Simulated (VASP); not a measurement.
# Br (P6_3/mmc) in VASP: further runs, part 3 of 3

VASP 6.6.1. Earlier steps stand in the parts before.

**5. Single point, PBE**

This run uses another cell than the first one, of 35.88 Å³/atom, 2.316 times its volume.

The input, INCAR:

```
SYSTEM = Br
PREC = Accurate ; ENCUT = 520
EDIFF = 1E-6 ; ISMEAR = -1
SIGMA = 0.01 ; LREAL = .False.
LASPH = .True. ; NELM = 80
ALGO = Normal ; ISIF = 2
LWAVE = .False. ; LCHARG = .False.
GGA = PE ; NBANDS = 14
```

The input, KPOINTS:

```
Automatic mesh
0
Gamma
  8 8 4
  0 0 0
```

The input, POSCAR:

```
Br
1.0
    3.0050697424      0.0000000000      0.0000000000
   -1.5025348712      2.6024667371      0.0000000000
    0.0000000000      0.0000000000      9.1765035355
Br
2
Direct
    0.3333333333      0.6666666667      0.2500000000
    0.6666666667      0.3333333333      0.7500000000
```

Potentials or basis: VASP PAW PBE potentials, release 64 (Br).

Launch:

```sh
$ cat potpaw_PBE.64/Br/POTCAR > POTCAR
$ mpirun -np 1 vasp_std > vasp.out
```

OUTCAR:

```text
SYSTEM = Br
   PREC = Accurate
   ENCUT = 520
   EDIFF = 1E-6
   ISMEAR = -1
   LREAL = .False.
   LASPH = .True.
   NELM = 80
   ISIF = 2
   GGA = PE

 ion  position               nearest neighbor table
   1  0.333  0.667  0.250-
   2  0.667  0.333  0.750-

  LATTYP: Found a hexagonal cell.
 ALAT       =     3.0050697424
 C/A-ratio  =     3.0536740649

  Lattice vectors:

 A1 = (   3.0050697424,   0.0000000000,   0.0000000000)
 A2 = (  -1.5025348712,   2.6024667371,   0.0000000000)
 A3 = (   0.0000000000,   0.0000000000,   9.1765035355)

Analysis of symmetry for initial positions (statically):
=====================================================================
 Subroutine PRICEL returns:
 Original cell was already a primitive cell.

 Routine SETGRP: Setting up the symmetry group for a
 hexagonal supercell.

 Subroutine GETGRP returns: Found 24 space group operations
 (whereof 12 operations were pure point group operations)
 out of a pool of 24 trial point group operations.

The static configuration has the point symmetry D_3d.
 The point group associated with its full space group is D_6h.

Analysis of symmetry for dynamics (positions and initial velocities):
=====================================================================
 Subroutine PRICEL returns:
 Original cell was already a primitive cell.

 Routine SETGRP: Setting up the symmetry group for a
 hexagonal supercell.

 Subroutine GETGRP returns: Found 24 space group operations
 (whereof 12 operations were pure point group operations)
 out of a pool of 24 trial point group operations.

The dynamic configuration has the point symmetry D_3d.
 The point group associated with its full space group is D_6h.

 Subroutine INISYM returns: Found 24 space group operations
 (whereof 12 operations are pure point group operations),
 and found     1 'primitive' translations

[... 116 lines left out ...]
  Fermi-wavevector in a.u.,A,eV,Ry     =   0.949464  1.794227 12.265406  0.901482
  Thomas-Fermi vector in A             =   2.077749
   LORBIT       =      0    0 simple, 1 ext, 2 COOP (PROOUT), +10 PAW based schemes
   GGA     = PE    functional components
   LHFCALC =     F    Hartree Fock is set to
   AEXX    =    0.0000 exact exchange contribution
   IVDW    =     0    specifies the selected vdW correction
   LEPSILON=     F    determine dielectric tensor
   LRPA    =     F    only Hartree local field effects (RPA)
 non-spin polarized calculation
  energy-cutoff  :      520.00
  volume of cell :       71.77
 maximum number of plane-waves:      1966
 NGX is ok and might be reduce to    24
   NGX = 11   NGY = 11   NGZ = 35

 number of electron      14.0000002 magnetization

 Free energy of the ion-electron system (eV)
  ---------------------------------------------------
  ext. energy  EPLUGINS =         0.00000000
  ---------------------------------------------------
  free energy    TOTEN  =        -2.49798803 eV

  energy without entropy =       -2.49798574  energy(sigma->0) =       -2.49798688

 E-fermi :  -0.3348     XC(G=0):  -7.4858

 val. band max:       -0.4253548977   @ k =   0.5000  -0.0000   0.0000
 cond. band min:      -0.2369855477   @ k =   0.3750  -0.0000   0.0000
 fundamental gap:      0.1883693500
 Fermi energy:        -0.3347574058

 k-point     1 :       0.0000    0.0000    0.0000
  band No.  band energies     occupation
      1     -16.1766      2.00000
      2     -16.1491      2.00000
      3      -3.8336      2.00000
      4      -3.2375      2.00000
      5       1.2871      0.00000
      6       1.2871      0.00000
      7       1.2932      0.00000
      8       1.2932      0.00000
      9       4.5861      0.00000
     10       8.2164      0.00000
     11      10.2667      0.00000
     12      10.5410      0.00000
     13      11.0027      0.00000
     14      13.3373      0.00000
[... 377 lines left out ...]
      1     -14.5481      2.00000
      2     -14.5481      2.00000
      3      -4.7730      2.00000
      4      -4.7730      2.00000
      5      -1.9126      2.00000
      6      -1.9126      2.00000
      7      -0.2279      0.00005
      8      -0.2279      0.00005
      9       7.3622      0.00000
     10       7.3622      0.00000
     11       8.5816      0.00000
     12       8.5816      0.00000
     13      10.1269      0.00000
     14      10.1269      0.00000

 [... further k-points ...]
[... 5 lines left out ...]
  --------------------------------------------------------------------------------------
  -------------------------------------------------------------------------------------
  Total        0.0002673      0.0002673     -0.0003723      0.0000000      0.0000000      0.0000000
  in kB        0.0059673      0.0059673     -0.0083126      0.0000000      0.0000000      0.0000000
  external PRESSURE =       0.0012073 kB  Pullay stress =       0.0000000 kB

 VOLUME and BASIS-vectors are now :
 -----------------------------------------------------------------------------
  energy-cutoff  :      520.00
  volume of cell :       71.77
      direct lattice vectors                 reciprocal lattice vectors
     3.005069742  0.000000000  0.000000000     0.332770979  0.192125414  0.000000000
    -1.502534871  2.602466737  0.000000000     0.000000000  0.384250829  0.000000000
     0.000000000  0.000000000  9.176503536     0.000000000  0.000000000  0.108973968

 POSITION                                       TOTAL-FORCE (eV/Angst)
 -----------------------------------------------------------------------------------
     -0.00000      1.73498      2.29413         0.000000     -0.000000      0.000000
      1.50253      0.86749      6.88238        -0.000000      0.000000      0.000000
 -----------------------------------------------------------------------------------
    total drift:                               -0.000000      0.000000      0.000000

  FREE ENERGIE OF THE ION-ELECTRON SYSTEM (eV)
  ---------------------------------------------------
  free  energy   TOTEN  =        -2.4979880279 eV

  energy  without entropy=       -2.4979857354  energy(sigma->0) =       -2.49798688
```

Wall time 19 s (1 thread of Intel Xeon Platinum 8488C (Sapphire Rapids), shared host); peak memory 0.18 GiB.

Results:

* Free energy: -2.4980 eV
* Pressure: 0.0 GPa
* Band gap on the k mesh: zero (band 7 reaches 1.29 eV, above the bottom of band 8 at -1.55 eV)

Caveat: this functional lacks dispersion, which binds the layers, so the pressure and a relaxed spacing across them are unreliable.

**6. Relaxation of cell and atoms, PBE**

This run uses another cell than the first one, of 26.11 Å³/atom, 1.685 times its volume.

The input, INCAR:

```
ALGO = Normal
EDIFF = 1E-6
EDIFFG = -0.03
ENCUT = 600
GGA = PE
IBRION = 2
ISIF = 3
ISMEAR = -1
LASPH = T
LCHARG = F
LREAL = F
LWAVE = F
NELM = 60
NSW = 80
PREC = Accurate
SIGMA = 0.01
```

The input, KPOINTS:

```
k-points
0
Gamma
  8 8 4
```

The input, POSCAR:

```
Br
1.0
    3.3300000000      0.0000000000      0.0000000000
   -1.6650000000      2.8838645946      0.0000000000
    0.0000000000      0.0000000000      5.4378900000
Br
2
Direct
    0.3333333333      0.6666666667      0.2500000000
    0.6666666667      0.3333333333      0.7500000000
```

Potentials or basis: VASP PAW PBE potentials, release 64 (Br).

Launch:

```sh
$ cat potpaw_PBE.64/Br/POTCAR > POTCAR
$ mpirun -np 1 vasp_std > vasp.out
```

OUTCAR:

```text
EDIFF = 1E-6
   EDIFFG = -0.03
   ENCUT = 600
   GGA = PE
   IBRION = 2
   ISIF = 3
   ISMEAR = -1
   LASPH = T
   LREAL = F
   NELM = 60
   NSW = 80
   PREC = Accurate

 ion  position               nearest neighbor table
   1  0.333  0.667  0.250-
   2  0.667  0.333  0.750-

  LATTYP: Found a hexagonal cell.
 ALAT       =     3.3300000000
 C/A-ratio  =     1.6330000000

  Lattice vectors:

 A1 = (   3.3300000000,   0.0000000000,   0.0000000000)
 A2 = (  -1.6650000000,   2.8838645946,   0.0000000000)
 A3 = (   0.0000000000,   0.0000000000,   5.4378900000)

Analysis of symmetry for initial positions (statically):
=====================================================================
 Subroutine PRICEL returns:
 Original cell was already a primitive cell.

 Routine SETGRP: Setting up the symmetry group for a
 hexagonal supercell.

 Subroutine GETGRP returns: Found 24 space group operations
 (whereof 12 operations were pure point group operations)
 out of a pool of 24 trial point group operations.

The static configuration has the point symmetry D_3d.
 The point group associated with its full space group is D_6h.

Analysis of symmetry for dynamics (positions and initial velocities):
=====================================================================
 Subroutine PRICEL returns:
 Original cell was already a primitive cell.

 Routine SETGRP: Setting up the symmetry group for a
 hexagonal supercell.

 Subroutine GETGRP returns: Found 24 space group operations
 (whereof 12 operations were pure point group operations)
 out of a pool of 24 trial point group operations.

The dynamic configuration has the point symmetry D_3d.
 The point group associated with its full space group is D_6h.

 Subroutine INISYM returns: Found 24 space group operations
 (whereof 12 operations are pure point group operations),
 and found     1 'primitive' translations

----------------------------------------------------------------------------------------
[... 131 lines left out ...]

--------------------------------------- Ionic step        1  -------------------------------------------

 number of electron      13.9999999 magnetization

 Free energy of the ion-electron system (eV)
  ---------------------------------------------------
  ext. energy  EPLUGINS =         0.00000000
  ---------------------------------------------------
  free energy    TOTEN  =        -1.88171038 eV

  energy without entropy =       -1.87849403  energy(sigma->0) =       -1.88010220

------------------------ aborting loop because EDIFF is reached ----------------------------------------

  FORCE on cell =-STRESS in cart. coord.  units (eV):
  Direction    XX          YY          ZZ          XY          YZ          ZX
  --------------------------------------------------------------------------------------
  -------------------------------------------------------------------------------------
  Total       -0.0622012     -0.0622012      0.7712612      0.0000000      0.0000000      0.0000000
  in kB       -1.9083579     -1.9083579     23.6626048      0.0000000      0.0000000      0.0000000
  external PRESSURE =       6.6152963 kB  Pullay stress =       0.0000000 kB
[... 89 lines left out ...]
  FREE ENERGIE OF THE ION-ELECTRON SYSTEM (eV)
  ---------------------------------------------------
  free  energy   TOTEN  =        -1.9347749388 eV

  energy  without entropy=       -1.9340596856  energy(sigma->0) =       -1.93441731

[... ionic steps 4 to 14 ...]

--------------------------------------- Ionic step       15  -------------------------------------------

 number of electron      14.0000017 magnetization

 E-fermi :  -0.4619     XC(G=0):  -7.4625

 val. band max:       -0.5484443115   @ k =   0.5000   0.0000   0.0000
 cond. band min:      -0.3682283452   @ k =   0.3750   0.0000   0.0000
 fundamental gap:      0.1802159663
 Fermi energy:        -0.4619251574

 k-point     1 :       0.0000    0.0000    0.0000
  band No.  band energies     occupation
      1     -16.1573      2.00000
      2     -16.1282      2.00000
      3      -3.8375      2.00000
      4      -3.2220      2.00000
      5       1.0985      0.00000
      6       1.0985      0.00000
      7       1.1051      0.00000
      8       1.1051      0.00000
      9       4.5652      0.00000
     10       8.2128      0.00000
     11      10.0449      0.00000
[... 393 lines left out ...]
--------------------------------------- Ionic step       17  -------------------------------------------

 number of electron      13.9999985 magnetization

 Free energy of the ion-electron system (eV)
  ---------------------------------------------------
  ext. energy  EPLUGINS =         0.00000000
  ---------------------------------------------------
  free energy    TOTEN  =        -2.49115371 eV

  energy without entropy =       -2.49115051  energy(sigma->0) =       -2.49115211

 E-fermi :   0.0093     XC(G=0):  -7.7781

 val. band max:       -0.0738951610   @ k =   0.5000   0.0000   0.0000
 cond. band min:       0.0997987140   @ k =   0.3750   0.0000   0.0000
 fundamental gap:      0.1736938750
 Fermi energy:         0.0093487107

 k-point     1 :       0.0000    0.0000    0.0000
  band No.  band energies     occupation
      1     -15.8414      2.00000
      2     -15.7929      2.00000
      3      -3.5991      2.00000
      4      -2.7608      2.00000
      5       1.6276      0.00000
      6       1.6276      0.00000
      7       1.6390      0.00000
      8       1.6390      0.00000
      9       5.0465      0.00000
     10       9.2388      0.00000
     11      10.7348      0.00000
[... 351 lines left out ...]
  FREE ENERGIE OF THE ION-ELECTRON SYSTEM (eV)
  ---------------------------------------------------
  free  energy   TOTEN  =        -2.4911537106 eV

  energy  without entropy=       -2.4911505136  energy(sigma->0) =       -2.49115211

 reached required accuracy - stopping structural energy minimisation
```

OSZICAR:

```text
N       E                     dE             d eps       ncg     rms          rms(c)
DAV:   1     0.894190660243E+02    0.89419E+02   -0.67926E+03   660   0.122E+03
DAV:   2     0.253451233259E+01   -0.86885E+02   -0.84764E+02  1057   0.191E+02
DAV:   3    -0.184609063814E+01   -0.43806E+01   -0.42652E+01   828   0.505E+01
[... 164 lines left out ...]
DAV:   5    -0.249106525256E+01    0.89485E-02   -0.24019E-02   714   0.962E-01    0.222E-01
DAV:   6    -0.249107017288E+01   -0.49203E-05   -0.70458E-04   720   0.179E-01    0.618E-02
DAV:   7    -0.249115088092E+01   -0.80708E-04   -0.11548E-04   696   0.887E-02    0.130E-02
DAV:   8    -0.249115379857E+01   -0.29176E-05   -0.66909E-06   780   0.181E-02    0.151E-02
DAV:   9    -0.249115371064E+01    0.87927E-07   -0.24795E-06   671   0.994E-03
  17 F= -.24911537E+01 E0= -.24911521E+01  d E =-.450988E-01
```

CONTCAR:

```text
Br
   1.00000000000000
     3.0054210520429563   -0.0000000000000000   -0.0000000000000000
    -1.5027105260214781    2.6027709801361669   -0.0000000000000002
     0.0000000000000000    0.0000000000000002    8.6793075827872208
  Br
     2
Direct
     0.3333333332999970    0.6666666667000030    0.2500000000000000
     0.6666666667000030    0.3333333332999970    0.7500000000000000

  0.00000000E+00  0.00000000E+00  0.00000000E+00
  0.00000000E+00  0.00000000E+00  0.00000000E+00
```

Wall time 2.8 min (1 thread of Intel Xeon Platinum 8488C (Sapphire Rapids), shared host); peak memory 0.2 GiB.

Results:

* Free energy: -2.4912 eV
* Relaxed volume: 33.95 Å³/atom
* Relaxed cell: a = 3.005 Å, b = 3.005 Å, c = 8.679 Å, α = 90.00°, β = 90.00°, γ = 120.00°
* Space group after relaxing (to 0.05 Å): P6_3/mmc (No. 194)
* Energy gained by relaxing: 304.7 meV/atom
* Ionic steps: 17
* Pressure after relaxing: 0.0 GPa
* Band gap on the k mesh: zero (band 7 reaches 1.64 eV, above the bottom of band 8 at -1.21 eV)

The path:
| step | energy change (eV) | largest force (eV/Å) | pressure (GPa) | volume (Å³) |
| --- | --- | --- | --- | --- |
| 1 | 0.0000 | 0.0000 | 0.66 | 52.22 |
| 2 | -0.0182 | 0.0000 | 0.13 | 53.03 |
| 3 | -0.0531 | 0.0000 | -1.01 | 55.44 |
| 4 | -0.1669 | 0.0000 | -2.53 | 60.09 |
| 5 | -0.4073 | 0.0000 | -3.31 | 68.82 |
| 6 | -0.5275 | 0.0000 | -2.09 | 84.00 |
| 7 | -0.5176 | 0.0000 | -2.50 | 78.26 |
| 8 | -0.5292 | 0.0000 | -2.36 | 78.63 |
| 9 | -0.5548 | 0.0000 | -1.92 | 79.67 |
| 10 | -0.5541 | 0.0000 | -0.97 | 81.39 |
| 11 | -0.5640 | 0.0000 | -1.55 | 80.40 |
| 12 | -0.5643 | 0.0000 | -1.49 | 80.50 |
| 13 | -0.5703 | 0.0000 | -1.41 | 79.69 |
| 14 | -0.5853 | 0.0000 | -1.15 | 77.25 |
| 15 | -0.6039 | 0.0000 | -0.61 | 72.46 |
| 16 | -0.6027 | 0.0000 | 0.74 | 63.24 |
| 17 | -0.6094 | 0.0000 | 0.00 | 67.89 |

Final structure:
```
Br
1.0
     3.00542    0.00000    0.00000
    -1.50271    2.60277    0.00000
     0.00000    0.00000    8.67931
Br
2
Direct
  0.33333 0.66667 0.25000
  0.66667 0.33333 0.75000
```

Levels at points of the mesh, in eV from the Fermi level:
| k point | band 3 | band 4 | band 5 | band 6 | band 7 | band 8 | band 9 | band 10 | band 11 |
| --- | --- | --- | --- | --- | --- | --- | --- | --- | --- |
| (0.00, 0.00, 0.00) | -3.61 | -2.77 | 1.62 | 1.62 | 1.63 | 1.63 | 5.04 | 9.23 | 10.73 |
| (0.50, 0.00, 0.00) | -5.35 | -5.31 | -1.30 | -1.07 | -0.12 | -0.08 | 7.05 | 8.42 | 8.42 |
| (0.00, 0.00, 0.50) | -3.23 | -3.23 | 1.62 | 1.62 | 1.62 | 1.62 | 6.61 | 6.61 | 10.84 |
| (0.50, 0.00, 0.50) | -5.33 | -5.33 | -1.18 | -1.18 | -0.10 | -0.10 | 7.26 | 7.26 | 8.53 |

Caveat: the volume moved by over 15 % at a fixed basis, so the end points are rough; this functional lacks dispersion, which binds the layers, so the pressure and a relaxed spacing across them are unreliable.

**7. Summary**

| task | cell | cutoff (eV) | gap on the mesh (eV) | pressure (GPa) |
| --- | --- | --- | --- | --- |
| single point | a = 2.718, b = 2.718, c = 4.844 Å, angles 90.0, 90.0, 120.0°, 2 atoms | 520 | none | 60.1 |
| single point | a = 2.694, b = 2.694, c = 5.504 Å, angles 90.0, 90.0, 120.0°, 2 atoms | 520 | none | 40.1 |
| single point | a = 2.792, b = 2.792, c = 5.917 Å, angles 90.0, 90.0, 120.0°, 2 atoms | 520 | none | 20.0 |
| single point | a = 3.005, b = 3.005, c = 9.177 Å, angles 90.0, 90.0, 120.0°, 2 atoms | 520 | none | 0.0 |
| relaxation of cell and atoms | relaxed from a = 3.330, b = 3.330, c = 5.438 Å, angles 90.0, 90.0, 120.0°, 2 atoms | 600 | none | 0.0 |

Alike in all rows: level PBE; potentials or basis VASP PAW PBE potentials, release 64 (Br); no spin polarisation; k mesh 8 × 8 × 4; smearing fermi-dirac 0.01 eV.

Caveats: this functional lacks dispersion, which binds the layers, so the pressure and a relaxed spacing across them are unreliable (some runs); the volume moved by over 15 % at a fixed basis, so the end points are rough (some runs).

Total energies depend on the potentials used, so only differences within one code and one set of settings carry meaning.
